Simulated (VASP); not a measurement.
# Ta (Im-3m) in VASP: notebook

Ta is run at these levels: PBE; tasks: single point.

All numbers are computed with VASP 6.6.1; they aren't measurements. Logs are shortened: lines on timing, memory, paths and dates and some standing lists are left out, and cuts for length are marked.

## 1. The cell of the first run

The structure is cubic, space group Im-3m (No. 229). The conventional cell has a = 3.352 Å, b = 3.352 Å, c = 3.352 Å, α = 90.00°, β = 90.00°, γ = 90.00°. Within 3.8 Å of Ta (site symmetry m-3m) lie 14 Ta at 2.90 to 3.35 Å.

## 2. Single point, PBE (volume scaled by 1.03)

File INCAR:

```
PREC     = Accurate       # precision mode
ENCUT    = 520            # plane-wave cutoff, eV
EDIFF    = 1E-7           # SCF threshold, eV
ISMEAR   = 0              # smearing method
SIGMA    = 0.1            # smearing width, eV
LREAL    = F              # projectors in reciprocal space
LASPH    = T              # aspherical terms in the spheres
NELM     = 60             # most SCF steps
ALGO     = Fast           # electronic algorithm
ISIF     = 2              # what is computed and relaxed
LWAVE    = F              # write WAVECAR
LCHARG   = F              # write CHGCAR
GGA      = PE             # functional
NBANDS   = 12             # bands
```

File KPOINTS:

```
regular mesh
0
Gamma
  18 18 18
```

File POSCAR:

```
Ta
1.0
   -1.6758255405      1.6758255405      1.6758255405
    1.6758255405     -1.6758255405      1.6758255405
    1.6758255405      1.6758255405     -1.6758255405
Ta
1
Direct
    0.0000000000      0.0000000000      0.0000000000
```

Potentials or basis: VASP PAW PBE potentials, release 64 (Ta_pv).

Run with:

```
> cat potpaw_PBE.64/Ta_pv/POTCAR > POTCAR
> mpirun -np 1 vasp_std > vasp.out
```

OUTCAR:

```text
PREC = Accurate
   ENCUT = 520
   EDIFF = 1E-7
   ISMEAR = 0
   LREAL = F
   LASPH = T
   NELM = 60
   ISIF = 2
   GGA = PE

 ion  position               nearest neighbor table
   1  0.000  0.000  0.000-

  LATTYP: Found a body centered cubic cell.
 ALAT       =     3.3516510810

  Lattice vectors:

 A1 = (  -1.6758255405,   1.6758255405,   1.6758255405)
 A2 = (   1.6758255405,  -1.6758255405,   1.6758255405)
 A3 = (   1.6758255405,   1.6758255405,  -1.6758255405)

Analysis of symmetry for initial positions (statically):
=====================================================================
 Subroutine PRICEL returns:
 Original cell was already a primitive cell.

 Routine SETGRP: Setting up the symmetry group for a
 body centered cubic supercell.

 Subroutine GETGRP returns: Found 48 space group operations
 (whereof 48 operations were pure point group operations)
 out of a pool of 48 trial point group operations.

The static configuration has the point symmetry O_h .

Analysis of symmetry for dynamics (positions and initial velocities):
=====================================================================
 Subroutine PRICEL returns:
 Original cell was already a primitive cell.

 Routine SETGRP: Setting up the symmetry group for a
 body centered cubic supercell.

 Subroutine GETGRP returns: Found 48 space group operations
 (whereof 48 operations were pure point group operations)
 out of a pool of 48 trial point group operations.

The dynamic configuration has the point symmetry O_h .

 Subroutine INISYM returns: Found 48 space group operations
 (whereof 48 operations are pure point group operations),
 and found     1 'primitive' translations

----------------------------------------------------------------------------------------

                                     Primitive cell

  volume of cell :      18.8255

  direct lattice vectors                    reciprocal lattice vectors
    -1.675825540  1.675825540  1.675825540     0.000000000  0.298360413  0.298360413
     1.675825540 -1.675825540  1.675825540     0.298360413  0.000000000  0.298360413
     1.675825540  1.675825540 -1.675825540     0.298360413  0.298360413  0.000000000

  length of vectors
     2.902614981  2.902614981  2.902614981     0.421945342  0.421945342  0.421945342

  position of ions in fractional coordinates (direct lattice)
     0.000000000  0.000000000  0.000000000

[... 76 lines left out ...]
   LREAL  =      F    real-space projection
   EDIFFG = 0.1E-05   stopping-criterion for IOM
   NSW    =      0    number of steps for IOM
   IBRION =     -1    ionic relax: 0-MD 1-quasi-New 2-CG
   NFREE  =      0    steps in history (QN), initial steepest desc. (CG)
   ISIF   =      2    stress and relaxation
   ISYM   =      2    0-nonsym 1-usesym 2-fastsym
   POTIM  = 0.5000    time-step for ionic-motion
   TEBEG  =    0.0;   TEEND  =   0.0 temperature during run
   PSTRESS=    0.0 pullay stress
   NELECT =      11.0000    total number of electrons
   NUPDOWN=      -1.0000    fix difference up-down
   EMIN   =  10.00;   EMAX   =-10.00  energy-range for DOS
   EFERMI =   0.00;   METHOD = LEGACY
   ISMEAR =     0;   SIGMA  =   0.10  broadening in eV -4-tet -1-fermi 0-gaus
   EFERMI_NEDOS =   21; number of points for ismear=-14 and -15
   IALGO  =     68    algorithm
   IMIX   =      4    mixing-type and parameters
     AMIX     =   0.40;   BMIX     =  1.00
     AMIX_MAG =   1.60;   BMIX_MAG =  1.00
  volume/ion in A,a.u.               =      18.83       127.04
  Fermi-wavevector in a.u.,A,eV,Ry     =   1.368643  2.586361 25.486220  1.873184
  Thomas-Fermi vector in A             =   2.494589
   LORBIT       =      0    0 simple, 1 ext, 2 COOP (PROOUT), +10 PAW based schemes
   GGA     = PE    functional components
   LHFCALC =     F    Hartree Fock is set to
   AEXX    =    0.0000 exact exchange contribution
   IVDW    =     0    specifies the selected vdW correction
   LEPSILON=     F    determine dielectric tensor
   LRPA    =     F    only Hartree local field effects (RPA)
 non-spin polarized calculation
 RMM-DIIS sequential band-by-band and
 Gauss-broadening in eV      SIGMA  =   0.10
  energy-cutoff  :      520.00
  volume of cell :       18.83
 maximum number of plane-waves:       531
 NGX is ok and might be reduce to    24
   NGX = 11   NGY = 11   NGZ = 11

 number of electron      10.9999998 magnetization

 Free energy of the ion-electron system (eV)
  ---------------------------------------------------
  ext. energy  EPLUGINS =         0.00000000
  ---------------------------------------------------
  free energy    TOTEN  =       -11.80724613 eV

  energy without entropy =      -11.80100660  energy(sigma->0) =      -11.80412636

 E-fermi :   5.1396     XC(G=0): -12.3939

 val. band max:        5.1342498743   @ k =  -0.3889   0.5000   0.0556
 cond. band min:       5.1422368686   @ k =   0.3333   0.1111   0.0000
 fundamental gap:      0.0079869943
 Fermi energy:         5.1396301959

 k-point     1 :       0.0000    0.0000    0.0000
  band No.  band energies     occupation
      1     -28.1142      2.00000
      2     -28.1142      2.00000
      3     -28.1142      2.00000
      4      -2.6105      2.00000
      5       5.8647      0.00000
      6       5.8647      0.00000
      7       5.8647      0.00000
      8       8.9833      0.00000
      9       8.9833      0.00000
     10      19.9367      0.00000
     11      19.9367      0.00000
     12      19.9367      0.00000
[... 331 lines left out ...]
 k-point    24 :       0.3889    0.1111    0.0000
  band No.  band energies     occupation
      1     -29.0644      2.00000
      2     -28.4711      2.00000
      3     -28.1637      2.00000
      4       1.3122      2.00000
      5       3.8238      2.00000
      6       5.6753      0.00000
      7       8.7222      0.00000
      8       9.9352      0.00000
      9      12.6092      0.00000
     10      15.9917      0.00000
     11      17.8284      0.00000
     12      21.2686      0.00000

 [... further k-points ...]
[... 5 lines left out ...]
  --------------------------------------------------------------------------------------
  -------------------------------------------------------------------------------------
  Total       -0.6315325     -0.6315325     -0.6315325     -0.0000000     -0.0000000      0.0000000
  in kB      -53.7476960    -53.7476960    -53.7476960     -0.0000000     -0.0000000      0.0000000
  external PRESSURE =     -53.7476960 kB  Pullay stress =       0.0000000 kB

 VOLUME and BASIS-vectors are now :
 -----------------------------------------------------------------------------
  energy-cutoff  :      520.00
  volume of cell :       18.83
      direct lattice vectors                 reciprocal lattice vectors
    -1.675825540  1.675825540  1.675825540     0.000000000  0.298360413  0.298360413
     1.675825540 -1.675825540  1.675825540     0.298360413  0.000000000  0.298360413
     1.675825540  1.675825540 -1.675825540     0.298360413  0.298360413  0.000000000

 POSITION                                       TOTAL-FORCE (eV/Angst)
 -----------------------------------------------------------------------------------
      0.00000      0.00000      0.00000        -0.000000      0.000000     -0.000000
 -----------------------------------------------------------------------------------
    total drift:                                0.000000      0.000000     -0.000000

  FREE ENERGIE OF THE ION-ELECTRON SYSTEM (eV)
  ---------------------------------------------------
  free  energy   TOTEN  =       -11.8072461297 eV

  energy  without entropy=      -11.8010065958  energy(sigma->0) =      -11.80412636
```

OSZICAR:

```text
N       E                     dE             d eps       ncg     rms          rms(c)
DAV:   1     0.607677396365E+02    0.60768E+02   -0.61126E+03  4680   0.867E+02
DAV:   2    -0.112285782174E+02   -0.71996E+02   -0.70142E+02  5244   0.243E+02
DAV:   3    -0.123022200321E+02   -0.10736E+01   -0.10648E+01  5580   0.278E+01
DAV:   4    -0.123053080845E+02   -0.30881E-02   -0.30878E-02  5232   0.166E+00
DAV:   5    -0.123053194623E+02   -0.11378E-04   -0.11378E-04  5616   0.966E-02    0.125E+01
RMM:   6    -0.119177843825E+02    0.38754E+00   -0.27482E-01  5011   0.434E+00    0.595E+00
RMM:   7    -0.118073229679E+02    0.11046E+00   -0.27575E-01  5204   0.424E+00    0.361E-01
RMM:   8    -0.118071730567E+02    0.14991E-03   -0.12225E-02  5485   0.100E+00    0.305E-01
RMM:   9    -0.118072625489E+02   -0.89492E-04   -0.18631E-03  5781   0.383E-01    0.672E-02
RMM:  10    -0.118072400991E+02    0.22450E-04   -0.27479E-04  5802   0.137E-01    0.969E-03
RMM:  11    -0.118072439172E+02   -0.38181E-05   -0.64275E-05  6129   0.563E-02    0.720E-03
RMM:  12    -0.118072448048E+02   -0.88760E-06   -0.11185E-05  6294   0.201E-02    0.207E-02
RMM:  13    -0.118072457821E+02   -0.97729E-06   -0.26900E-06  5692   0.936E-03    0.110E-02
RMM:  14    -0.118072459790E+02   -0.19692E-06   -0.44039E-07  4469   0.355E-03    0.790E-03
RMM:  15    -0.118072461653E+02   -0.18625E-06   -0.15967E-07  3824   0.174E-03    0.442E-03
RMM:  16    -0.118072461297E+02    0.35599E-07   -0.30181E-08  3551   0.129E-03
   1 F= -.11807246E+02 E0= -.11804126E+02  d E =-.623953E-02
```

It took 17 s on 1 thread of Intel Xeon 6975P-C (Granite Rapids), shared host; peak memory 0.16 GiB.

What came out:

| Quantity | Value |
| --- | --- |
| Free energy | -11.8072 eV |
| Pressure | -5.4 GPa |

Levels at points of the mesh, in eV from the Fermi level:
```
           k point  band 1  band 2  band 3  band 4  band 5  band 6  band 7  band 8  band 9  band 10
(0.00, 0.00, 0.00)  -33.25  -33.25  -33.25   -7.75    0.73    0.73    0.73    3.84    3.84    14.80
(0.50, 0.00, 0.00)  -34.27  -33.58  -33.26   -4.19   -1.42    1.39    3.70    4.67    7.36    11.02
(0.50, 0.50, 0.50)  -33.97  -33.97  -33.97   -3.55   -3.55    6.47    6.47    6.47    8.26     8.26
```

Caveat: the cell differs from its parent crystal (volume scaled by 1.03); spin-orbit coupling is left out, which moves the levels of the heavy elements.

## 3. Single point, PBE (volume scaled by 1.06)

File INCAR:

```
SYSTEM = Ta
PREC = Accurate
ENCUT = 520
EDIFF = 1E-6
ISMEAR = 0
SIGMA = 0.1
LREAL = .False.
LASPH = .True.
NELM = 100
ALGO = Normal
ISIF = 2
LWAVE = .False.
LCHARG = .False.
GGA = PE
NBANDS = 12
```

File KPOINTS:

```
regular mesh
0
Gamma
  18 18 18
  0 0 0
```

File POSCAR:

```
Ta
1.0
   -1.6919402362      1.6919402362      1.6919402362
    1.6919402362     -1.6919402362      1.6919402362
    1.6919402362      1.6919402362     -1.6919402362
Ta
1
Direct
    0.0000000000      0.0000000000      0.0000000000
```

Potentials or basis: VASP PAW PBE potentials, release 64 (Ta_pv).

Run with:

```
> cat potpaw_PBE.64/Ta_pv/POTCAR > POTCAR
> mpirun -np 1 vasp_std > vasp.out
```

It took 11 s on 1 thread of Intel Xeon 6975P-C (Granite Rapids), shared host; peak memory 0.17 GiB.

Results (log left out):

- Free energy: -11.7807 eV
- Pressure: -10.1 GPa

Levels at points of the mesh, in eV from the Fermi level:
```
           k point  band 4  band 5  band 6  band 7  band 8  band 9
(0.00, 0.00, 0.00)   -7.63    0.72    0.72    0.72    3.74    3.74
(0.50, 0.00, 0.00)   -4.07   -1.35    1.29    3.58    4.53    7.10
(0.50, 0.50, 0.50)   -3.39   -3.39    6.25    6.25    6.25    8.02
```

Caveat: the cell differs from its parent crystal (volume scaled by 1.06); spin-orbit coupling is left out, which moves the levels of the heavy elements.

## 4. Single point, PBE (volume scaled by 1.10)

File INCAR:

```
  ALGO = Normal
  EDIFF = 1E-6
  ENCUT = 520
  GGA = PE
  ISIF = 2
  ISMEAR = 0
  LASPH = True
  LCHARG = False
  LREAL = False
  LWAVE = False
  NBANDS = 12
  NELM = 80
  PREC = Accurate
  SIGMA = 0.1
```

File KPOINTS:

```
k-points
0
Gamma
  18 18 18
```

File POSCAR:

```
Ta
1.0
   -1.7129602766      1.7129602766      1.7129602766
    1.7129602766     -1.7129602766      1.7129602766
    1.7129602766      1.7129602766     -1.7129602766
Ta
1
Direct
    0.0000000000      0.0000000000      0.0000000000
```

Run with:

```
> cat potpaw_PBE.64/Ta_pv/POTCAR > POTCAR
> mpirun -np 1 vasp_std > vasp.out
```

It took 11 s on 1 thread of Intel Xeon 6975P-C (Granite Rapids), shared host; peak memory 0.17 GiB.

The run converged. Its results:

```yaml
Free_energy: -11.7221 eV
Pressure: -15.5 GPa
```

Levels at points of the mesh, in eV from the Fermi level:
```
           k point  band 3  band 4  band 5  band 6  band 7  band 8  band 9  band 10
(0.00, 0.00, 0.00)  -33.51   -7.48    0.72    0.72    0.72    3.61    3.61    14.50
(0.50, 0.00, 0.00)  -33.51   -3.92   -1.25    1.16    3.44    4.34    6.76    10.04
(0.50, 0.50, 0.50)  -34.08   -3.20   -3.20    5.97    5.97    5.97    7.72     7.72
```

Caveat: the cell differs from its parent crystal (volume scaled by 1.10); spin-orbit coupling is left out, which moves the levels of the heavy elements.

## 5. Single point, PBE

This run uses another cell than the first one, of 18.28 Å³/atom, 0.971 times its volume.

File INCAR:

```
SYSTEM = Ta
  PREC = Accurate
  ENCUT = 520
  EDIFF = 1E-7
  ISMEAR = 0
  SIGMA = 0.1
  LREAL = .FALSE.
  LASPH = .TRUE.
  NELM = 100
  ALGO = Normal
  ISIF = 2
  LWAVE = .FALSE.
  LCHARG = .FALSE.
  GGA = PE
  NBANDS = 12
```

File KPOINTS:

```
regular mesh
0
G
  18 18 18
  0 0 0
```

File POSCAR:

```
Ta
1.0
   -1.6593948201      1.6593948201      1.6593948201
    1.6593948201     -1.6593948201      1.6593948201
    1.6593948201      1.6593948201     -1.6593948201
Ta
1
Direct
    0.0000000000      0.0000000000      0.0000000000
```

Run with:

```
> cat potpaw_PBE.64/Ta_pv/POTCAR > POTCAR
> mpirun -np 1 vasp_std > vasp.out
```

Run time: 11 s. Hardware: 1 thread of Intel Xeon 6975P-C (Granite Rapids), shared host; peak memory 0.17 GiB.

It converged, with:

| Property | Result |
| --- | --- |
| Free energy | -11.8163 eV |
| Pressure | 0.1 GPa |

Levels at points of the mesh, in eV from the Fermi level:
```csv
k point,band 1,band 2,band 3,band 4,band 5,band 6,band 7,band 8,band 9,band 10
"(0.00, 0.00, 0.00)",-33.14,-33.14,-33.14,-7.87,0.72,0.72,0.72,3.95,3.95,14.64
"(0.50, 0.00, 0.00)",-34.26,-33.50,-33.15,-4.32,-1.51,1.51,3.82,4.83,7.65,11.48
"(0.50, 0.50, 0.50)",-33.92,-33.92,-33.92,-3.73,-3.73,6.71,6.71,6.71,8.51,8.51
```

Caveat: spin-orbit coupling is left out, which moves the levels of the heavy elements.

## 6. Single point, PBE

This run uses another cell than the first one, of 18.28 Å³/atom, 0.971 times its volume.

File INCAR:

```
SYSTEM = Ta
PREC = Accurate
ENCUT = 520
EDIFF = 1E-7
ISMEAR = 0
SIGMA = 0.1
LREAL = .FALSE.
LASPH = .TRUE.
NELM = 100
ALGO = Fast
ISIF = 2
LWAVE = .FALSE.
LCHARG = .FALSE.
GGA = PE
ISYM = 0
NBANDS = 12
```

File KPOINTS:

```
regular mesh
0
G
  13 13 15
  0 0 0
```

File POSCAR:

```
Ta
1.0
    2.8741561385      0.0000000000      0.0000000000
   -0.9580520462      2.7097803943      0.0000000000
    0.9580520462      1.3548901971      2.3467386601
Ta
1
Direct
    0.0000000000      0.0000000000      0.0000000000
```

Potentials or basis: VASP PAW PBE potentials, release 64 (Ta_pv).

Run with:

```
> cat potpaw_PBE.64/Ta_pv/POTCAR > POTCAR
> mpirun -np 1 vasp_std > vasp.out
```

Run time: 95 s. Hardware: 1 thread of Intel Xeon 6975P-C (Granite Rapids), shared host; peak memory 0.38 GiB.

Results (log left out):

* Free energy: -11.8159 eV
* Pressure: 0.4 GPa

Levels at points of the mesh, in eV from the Fermi level:
| k point | band 3 | band 4 | band 5 | band 6 | band 7 | band 8 | band 9 | band 10 |
| --- | --- | --- | --- | --- | --- | --- | --- | --- |
| (0.00, 0.00, 0.00) | -33.11 | -7.84 | 0.75 | 0.75 | 0.75 | 3.97 | 3.97 | 14.96 |

Caveat: spin-orbit coupling is left out, which moves the levels of the heavy elements.

## 7. Summary

| cell | k mesh | gap on the mesh (eV) | pressure (GPa) |
| --- | --- | --- | --- |
| a = 2.903 Å, angles 109.5°, 1 atom | 18 × 18 × 18 | none | -5.4 |
| a = 2.931 Å, angles 109.5°, 1 atom | 18 × 18 × 18 | none | -10.1 |
| a = 2.967 Å, angles 109.5°, 1 atom | 18 × 18 × 18 | none | -15.5 |
| a = 2.874 Å, angles 109.5°, 1 atom | 18 × 18 × 18 | none | 0.1 |
| a = 2.874 Å, angles 70.5, 70.5, 109.5°, 1 atom | 13 × 13 × 15 | none | 0.4 |

Alike in all rows: task single point; level PBE; potentials or basis VASP PAW PBE potentials, release 64 (Ta_pv); no spin polarisation; cutoff (eV) 520; smearing gaussian 0.1 eV.

Caveats: spin-orbit coupling is left out, which moves the levels of the heavy elements.

Absolute energies hang on the potentials; compare differences alone.
